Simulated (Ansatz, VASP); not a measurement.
# Two plane-wave programs on MgI2

POSCAR

```
MgI2
1.0
    4.1291190293     -0.0000002887      0.0000000000
   -2.0645592647      3.5759221190      0.0000000000
    0.0000000000      0.0000000000     44.2065080000
Mg I
2 4
Direct
    0.0000000000      0.0000000000      0.1937108333
    0.3333333333      0.6666666667      0.3491958333
    0.3333333333      0.6666666667      0.2316593333
    0.6666666667      0.3333333333      0.1556768333
    0.6666666667      0.3333333333      0.3872298333
    0.0000000000      0.0000000000      0.3112473333
```

File INCAR.step1:

```
PREC = Accurate
ENCUT = 520
ISMEAR = 0
SIGMA = 0.02
LREAL = F
LASPH = T
NELM = 80
LDIPOL = T
IDIPOL = 3
DIPOL = 0.5 0.5 0.271
NBANDS = 25
GGA = PE
ALGO = Normal
EDIFF = 1E-4
LWAVE = T
LCHARG = F
```

INCAR.step2

```
PREC = Accurate
ENCUT = 520
EDIFF = 1E-6
ISMEAR = 0
SIGMA = 0.02
LREAL = F
LASPH = T
NELM = 80
ALGO = Normal
ISIF = 2
LWAVE = F
LCHARG = F
LDIPOL = T
IDIPOL = 3
DIPOL = 0.5 0.5 0.271
METAGGA = R2SCAN
LMIXTAU = T
NBANDS = 25
ISTART = 1
```

The input KPOINTS:

```
Automatic mesh
0
Gamma
  6 6 1
```

Input for Ansatz:

```yaml
crystal:
  lattice:
    - [4.1291190293, -2.887e-07, 0.0]
    - [-2.0645592647, 3.575922119, 0.0]
    - [0.0, 0.0, 44.206508]
  atoms:
    - { symbol: Mg, position: [0.0, 0.0, 0.1937108333] }
    - { symbol: Mg, position: [0.3333333333, 0.6666666667, 0.3491958333] }
    - { symbol: I, position: [0.3333333333, 0.6666666667, 0.2316593333] }
    - { symbol: I, position: [0.6666666667, 0.3333333333, 0.1556768333] }
    - { symbol: I, position: [0.6666666667, 0.3333333333, 0.3872298333] }
    - { symbol: I, position: [0.0, 0.0, 0.3112473333] }
  periodic: [true, true, false]
basis:
  ecutwfc: 500
kpoints:
  mp_grid: { grid: [6, 6, 1] }
  band_path:
    path:
      - [0.0, 0.0, 0.0]
      - [0.5, 0.0, 0.0]
      - [0.33333333, 0.33333333, 0.0]
      - [0.0, 0.0, 0.0]
    npoints: 14
hamiltonian:
  xc: r2scan
scf:
  occupations: { method: gaussian, width: 0.02 }
  n_extra_bands: 15
output:
  forces: true
  stress: true
  eigenvalues: true
  populations: true
  dos: { projected: true, de: 0.02, nscf_kmesh: { grid: [9, 9, 1] } }
  bader: true
```

Alike in both runs: task single point; functional r2SCAN; k mesh 6 × 6 × 1; occupations gaussian, width 0.02 eV; no spin polarisation.

|  | VASP | Ansatz |
| --- | --- | --- |
| version | VASP 6.6.1 | Ansatz 0.2.0 |
| potentials or method | VASP PAW PBE potentials, release 64 (Mg, I), cutoff 520 eV | scalar-relativistic, plane waves, PAW |
| valence electrons in the cell | 32 | 88 |

```tsv
	VASP	Ansatz	Ansatz less VASP
gap on the k mesh at the Fermi level (eV)	4.03	4.06	+0.029
least direct gap on the mesh (eV)	4.49	4.52	+0.031
rms of the force components (eV/Å)	0.023	0.019	-0.0043
```

VASP's potentials were made for PBE, not for r2SCAN. Atom by atom the forces differ by 0.009 eV/Å (rms over components). VASP's potentials hold 32 valence electrons a cell and Ansatz's 88, so a difference there can come from the potentials and not from the codes.

Spin-orbit coupling is off throughout.
